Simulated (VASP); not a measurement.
# BeS (P6_3/mmc) in VASP: G0W0 quasiparticle levels with PBE

Aim: the G0W0 quasiparticle levels of BeS with PBE.

All numbers are computed with VASP 6.6.1; they aren't measurements. Logs are shortened: lines on timing, memory, paths and dates and some standing lists are left out, and cuts for length are marked.

### Step 1. The cell of the first run

It takes space group P6_3/mmc (No. 194, hexagonal). The conventional cell has a = 3.462 Å, b = 3.462 Å, c = 6.992 Å, α = 90.00°, β = 90.00°, γ = 120.00°. Within 2.6 Å of Be (site symmetry -6m2) lie 3 S at 2.00 Å. S (site symmetry -6m2) has 3 Be at 2.00 Å within 2.6 Å.

### Step 2. G0W0 quasiparticle levels, PBE

The input, POSCAR:

```
BeS
1.0
    3.4621570637      0.0000000000      0.0000000000
   -1.7310785319      2.9983159691      0.0000000000
    0.0000000000      0.0000000000      6.9924321555
Be S
2 2
Direct
    0.3333333333      0.6666666667      0.2500000000
    0.6666666667      0.3333333333      0.7500000000
    0.6666666667      0.3333333333      0.2500000000
    0.3333333333      0.6666666667      0.7500000000
```

The input, INCAR.step1:

```
SYSTEM = BeS
PREC = Accurate
ENCUT = 500
EDIFF = 1E-8
ISMEAR = 0
SIGMA = 0.01
LREAL = .False.
LASPH = .True.
NELM = 60
ALGO = Normal
LWAVE = .True.
LCHARG = .False.
GGA = PE
```

The input, INCAR.step2:

```
SYSTEM = BeS
PREC = Accurate
ENCUT = 500
EDIFF = 1E-8
ISMEAR = 0
SIGMA = 0.01
LREAL = .False.
LASPH = .True.
NELM = 1
ALGO = Exact
LWAVE = .True.
LCHARG = .False.
GGA = PE
NBANDS = 125
LOPTICS = .True.
ISTART = 1
```

The input, INCAR.step3:

```
SYSTEM = BeS
PREC = Accurate
ENCUT = 500
EDIFF = 1E-8
ISMEAR = 0
SIGMA = 0.01
LREAL = .False.
LASPH = .True.
ALGO = EVGW0
LWAVE = .False.
LCHARG = .False.
GGA = PE
NELMGW = 1
NBANDS = 125
ENCUTGW = 80.0
NOMEGA = 96
PRECFOCK = Fast
ISTART = 1
NBANDSGW = 16
OMEGAMAX = 20
```

The input, KPOINTS:

```
Automatic mesh
0
Gamma
  6 6 4
  0 0 0
```

Potentials or basis: VASP PAW PBE potentials, release 64 (Be_GW, S_GW).

The run is started by

```console
> cat potpaw_PBE.64/Be_GW/POTCAR potpaw_PBE.64/S_GW/POTCAR > POTCAR
> cp INCAR.step1 INCAR
> mpirun -np 1 vasp_std > vasp.out
> cp INCAR.step2 INCAR
> mpirun -np 1 vasp_std > vasp.out
> cp INCAR.step3 INCAR
> mpirun -np 1 vasp_std > vasp.out
```

OUTCAR:

```text
SYSTEM = BeS
   PREC = Accurate
   ENCUT = 500
   EDIFF = 1E-8
   ISMEAR = 0
   LREAL = .False.
   LASPH = .True.
   GGA = PE
   NELMGW = 1
   ENCUTGW = 80.0
   PRECFOCK = Fast
   ISTART = 1

 ion  position               nearest neighbor table
   1  0.333  0.667  0.250-   3 2.00   3 2.00   3 2.00
   2  0.667  0.333  0.750-   4 2.00   4 2.00   4 2.00
   3  0.667  0.333  0.250-   1 2.00   1 2.00   1 2.00
   4  0.333  0.667  0.750-   2 2.00   2 2.00   2 2.00

  LATTYP: Found a hexagonal cell.
 ALAT       =     3.4621570637
 C/A-ratio  =     2.0196750254

  Lattice vectors:

 A1 = (   3.4621570637,   0.0000000000,   0.0000000000)
 A2 = (  -1.7310785319,   2.9983159691,   0.0000000000)
 A3 = (   0.0000000000,   0.0000000000,   6.9924321555)

Analysis of symmetry for initial positions (statically):
=====================================================================
 Subroutine PRICEL returns:
 Original cell was already a primitive cell.

 Routine SETGRP: Setting up the symmetry group for a
 hexagonal supercell.

 Subroutine GETGRP returns: Found 24 space group operations
 (whereof 12 operations were pure point group operations)
 out of a pool of 24 trial point group operations.

The static configuration has the point symmetry D_3d.
 The point group associated with its full space group is D_6h.

Analysis of symmetry for dynamics (positions and initial velocities):
=====================================================================
 Subroutine PRICEL returns:
 Original cell was already a primitive cell.

 Routine SETGRP: Setting up the symmetry group for a
 hexagonal supercell.

 Subroutine GETGRP returns: Found 24 space group operations
 (whereof 12 operations were pure point group operations)
 out of a pool of 24 trial point group operations.

The dynamic configuration has the point symmetry D_3d.
 The point group associated with its full space group is D_6h.

 Subroutine INISYM returns: Found 24 space group operations
 (whereof 12 operations are pure point group operations),
 and found     1 'primitive' translations

----------------------------------------------------------------------------------------

                                     Primitive cell

  volume of cell :      72.5859

  direct lattice vectors                    reciprocal lattice vectors
     3.462157064  0.000000000  0.000000000     0.288837272  0.166760276  0.000000000
    -1.731078532  2.998315969  0.000000000     0.000000000  0.333520553  0.000000000
     0.000000000  0.000000000  6.992432156     0.000000000  0.000000000  0.143011756

  length of vectors
     3.462157064  3.462157064  6.992432156     0.333520553  0.333520553  0.143011756

  position of ions in fractional coordinates (direct lattice)
     0.333333333  0.666666667  0.250000000
     0.666666667  0.333333333  0.750000000
     0.666666667  0.333333333  0.250000000
     0.333333333  0.666666667  0.750000000

  ion indices of the primitive-cell ions
   primitive index   ion index
                 1           1
                 2           2
                 3           3
                 4           4

----------------------------------------------------------------------------------------

 KPOINTS: Automatic mesh

Automatic generation of k-mesh.
 Grid dimensions read from file:
 generate k-points for:    6    6    4

 Generating k-lattice:

  Cartesian coordinates                     Fractional coordinates (reciprocal lattice)
     0.048139545  0.027793379  0.000000000     0.166666667  0.000000000  0.000000000
     0.000000000  0.055586759  0.000000000     0.000000000  0.166666667  0.000000000
     0.000000000  0.000000000  0.035752939     0.000000000  0.000000000  0.250000000

  Length of vectors
     0.055586759  0.055586759  0.035752939

  Shift w.r.t. Gamma in fractional coordinates (k-lattice)
     0.000000000  0.000000000  0.000000000

 Subroutine IBZKPT returns following result:
 ===========================================

 Found     21 irreducible k-points:

 Following reciprocal coordinates:
            Coordinates               Weight
  0.000000  0.000000  0.000000      1.000000
  0.166667 -0.000000  0.000000      6.000000
  0.333333 -0.000000  0.000000      6.000000
  0.500000 -0.000000  0.000000      3.000000
  0.166667  0.166667  0.000000      6.000000
  0.333333  0.166667  0.000000     12.000000
[... 13 lines left out ...]
  0.333333  0.166667  0.500000     12.000000
  0.333333  0.333333  0.500000      2.000000
   k-points           NKPTS =     21   k-points in BZ     NKDIM =    144   number of bands    NBANDS=    125
   number of dos      NEDOS =    301   number of ions     NIONS =      4
   total plane-waves  NPLWV =  42336
   dimension x,y,z NGX =    28 NGY =   28 NGZ =   54
   dimension x,y,z NGXF=    56 NGYF=   56 NGZF=  108
   ions per type =               2   2
   NGX,Y,Z   is equivalent  to a cutoff of  13.45, 13.45, 12.84 a.u.
   NGXF,Y,Z  is equivalent  to a cutoff of  26.89, 26.89, 25.68 a.u.
 SYSTEM =  BeS
   PREC   = accura    normal or accurate (medium, high low for compatibility)
   ISTART =      1    job   : 0-new  1-cont  2-samecut
   ICHARG =      0    charge: 1-file 2-atom 10-const
   ISPIN  =      1    spin polarized calculation?
   LNONCOLLINEAR =      F non collinear calculations
   LSORBIT =      F    spin-orbit coupling
   LASPH  =      T    aspherical Exc in radial PAW
   ENCUT  =  500.0 eV  36.75 Ry    6.06 a.u.   6.31  6.31 12.75*2*pi/ulx,y,z
   NELM   =     60;   NELMIN=  2; NELMDL=  0     # of ELM steps
   EDIFF  = 0.1E-07   stopping-criterion for ELM
   LREAL  =      F    real-space projection
   EDIFFG = 0.1E-06   stopping-criterion for IOM
   NSW    =      0    number of steps for IOM
   IBRION =     -1    ionic relax: 0-MD 1-quasi-New 2-CG
   NFREE  =      0    steps in history (QN), initial steepest desc. (CG)
   ISIF   =      0    stress and relaxation
   ISYM   =      3    0-nonsym 1-usesym 2-fastsym
   POTIM  = 0.5000    time-step for ionic-motion
   TEBEG  =    0.0;   TEEND  =   0.0 temperature during run
   PSTRESS=    0.0 pullay stress
   NELECT =      16.0000    total number of electrons
   NUPDOWN=      -1.0000    fix difference up-down
   EMIN   =  10.00;   EMAX   =-10.00  energy-range for DOS
   EFERMI =   0.00;   METHOD = LEGACY
   ISMEAR =     0;   SIGMA  =   0.01  broadening in eV -4-tet -1-fermi 0-gaus
   EFERMI_NEDOS =   21; number of points for ismear=-14 and -15
   IALGO  =     38    algorithm
   IMIX   =      4    mixing-type and parameters
     AMIX     =   0.40;   BMIX     =  1.00
     AMIX_MAG =   1.60;   BMIX_MAG =  1.00
  volume/ion in A,a.u.               =      18.15       122.46
  Fermi-wavevector in a.u.,A,eV,Ry     =   0.988927  1.868800 13.306166  0.977976
  Thomas-Fermi vector in A             =   2.120488
   LORBIT       =      0    0 simple, 1 ext, 2 COOP (PROOUT), +10 PAW based schemes
   GGA     = PE    functional components
   LHFCALC =     T    Hartree Fock is set to
   PRECFOCK=fast      Normal, Fast or Accurate (Low or Medium for compatibility)
   ENCUT4O =  -1.0   cutoff for four orbital integrals eV
   NKREDX  =     1    reduce k-point grid by
   NKREDY  =     1    reduce k-point grid by
   NKREDZ  =     1    reduce k-point grid by
   AEXX    =    1.0000 exact exchange contribution
   HFSCREEN=    0.0000 screening length (either q_TF or 0.3 A-1)
   HFSCREENC=   0.0000 screening length for correlation (either q_TF or 0.3 A-1)
   ENCUTFOCK=  -1.0 apply spherical cutoff to Coloumb kernel
   IVDW    =     0    specifies the selected vdW correction
   LEPSILON=     F    determine dielectric tensor
   LRPA    =     F    only Hartree local field effects (RPA)
   LRPAFORCE           =     F    calculate RPA forces
   ENCUTGW             =  80.0    cutoff for response function in eV
   ENCUTGWSOFT         =  64.0    soft cutoff for Coulomb kernel in GW response function in eV
   ENCUTLF             =  -1.0    cutoff for local field effects
   NELMGW              =     1    number of iterations in solving QP/BSE equation
   NELMHF              =     1    number of iterations in the inner HF iteration
   NKREDLFX            =     1    NKREDLFY  =   1   NKREDLFZ  =   1
 non-spin polarized calculation
 Gauss-broadening in eV      SIGMA  =   0.01
  energy-cutoff  :      500.00
  volume of cell :       72.59
 maximum number of plane-waves:      1874
 NGX is ok and might be reduce to    28
  NGX = 14; NGY = 14; NGZ = 28
   NGX = 13   NGY = 13   NGZ = 25
 maximum number of plane-waves:       137
 NGX is ok and might be reduce to    14

 QP shifts <psi_nk| G(iteration)W_0 |psi_nk>: iteration 1
 for sc-GW calculations column KS-energies equals QP-energies in previous step
 and V_xc(KS)=  KS-energies - (<T + V_ion + V_H > + <T+V_H+V_ion>^1  + <V_x>^1)

 k-point   1 :       0.0000    0.0000    0.0000
  band No.  KS-energies  QP-energies   sigma(KS)   V_xc(KS)     V^pw_x(r,r')   Z            occupation Imag(sigma)

      1     -11.1907     -11.8613     -13.9528     -12.9756     -21.2993       0.6862       2.0000       1.2796
      2     -10.7552     -11.3767     -14.2710     -13.3782     -21.5172       0.6962       2.0000       1.1830
      3      -2.1212      -3.2630     -11.7105     -10.1153     -14.6954       0.7158       2.0000       0.1184
      4       0.5276      -0.3116     -14.4900     -13.4084     -16.6041       0.7759       2.0000       0.0443
      5       0.5276      -0.3116     -14.4900     -13.4084     -16.6041       0.7759       2.0000       0.0443
      6       0.7173      -0.1222     -14.2296     -13.1422     -16.3338       0.7720       2.0000       0.0469
[... 8 lines left out ...]
     15       9.5480      10.4233      -8.8921     -10.0107      -4.7731       0.7825       0.0000      -0.0731
     16      10.5453      11.1675      -8.2729      -9.1339      -2.8349       0.7226       0.0000      -0.1881

 k-point   2 :       0.1667   -0.0000    0.0000
  band No.  KS-energies  QP-energies   sigma(KS)   V_xc(KS)     V^pw_x(r,r')   Z            occupation Imag(sigma)

      1     -10.9638     -11.6153     -14.0257     -13.0825     -21.3057       0.6907       2.0000       1.2379
      2     -10.5603     -11.1661     -14.3270     -13.4662     -21.5166       0.7038       2.0000       1.1484
      3      -1.7660      -2.8955     -11.7969     -10.2385     -14.6314       0.7248       2.0000       0.1053
      4      -0.6832      -1.6503     -13.9827     -12.7162     -16.3594       0.7637       2.0000       0.0551
      5      -0.4875      -1.4248     -14.1130     -12.8918     -16.4324       0.7675       2.0000       0.0526
      6       0.0711      -0.8079     -14.2751     -13.1361     -16.4778       0.7717       2.0000       0.0473
[... 8 lines left out ...]
     15       9.1939      10.1633      -9.6623     -10.9264      -5.3180       0.7668       0.0000      -0.0815
     16       9.8083      10.6495      -9.6356     -10.7720      -5.0121       0.7402       0.0000      -0.1180
[... 348 lines left out ...]
      5      -1.4439      -2.4689     -13.7253     -12.3698     -16.3197       0.7562       2.0000       0.0640
      6      -1.4439      -2.4689     -13.7253     -12.3698     -16.3197       0.7562       2.0000       0.0640
[... 8 lines left out ...]
     15      11.5944      12.5885      -9.5127     -10.8450      -4.6428       0.7462       0.0000      -0.1498
     16      11.5944      12.5885      -9.5127     -10.8450      -4.6428       0.7462       0.0000      -0.1498

 k-point  21 :       0.3333    0.3333    0.5000
  band No.  KS-energies  QP-energies   sigma(KS)   V_xc(KS)     V^pw_x(r,r')   Z            occupation Imag(sigma)

      1      -9.8005     -10.3148     -14.6248     -13.8768     -21.5742       0.6876       2.0000       0.9829
      2      -9.8005     -10.3148     -14.6248     -13.8768     -21.5742       0.6876       2.0000       0.9829
      3      -2.6392      -3.7276     -13.2680     -11.7960     -16.1696       0.7394       2.0000       0.0835
      4      -2.6392      -3.7276     -13.2680     -11.7960     -16.1696       0.7394       2.0000       0.0835
      5      -2.5637      -3.7384     -13.4836     -11.8859     -16.5156       0.7352       2.0000       0.0862
      6      -2.5637      -3.7384     -13.4836     -11.8859     -16.5156       0.7352       2.0000       0.0862
[... 8 lines left out ...]
     15      11.4647      12.5711      -9.3745     -10.8684      -4.2772       0.7406       0.0000      -0.1435
     16      11.4647      12.5711      -9.3745     -10.8684      -4.2772       0.7406       0.0000      -0.1435
```

Run time: 24 min. Hardware: 1 thread of Intel Xeon 6975P-C (Granite Rapids), shared host; peak memory 1.7 GiB.

What came out:

| Property | Result |
| --- | --- |
| Quasiparticle gap | 5.31 eV |
| Least direct quasiparticle gap | 5.49 eV |
| Band gap of the starting levels on the mesh | 3.97 eV |
| Least direct gap of the starting levels on the mesh | 4.12 eV |

Caveat: bands, screening cutoff and mesh are small and nothing is extrapolated, so the quasiparticle values aren't converged.
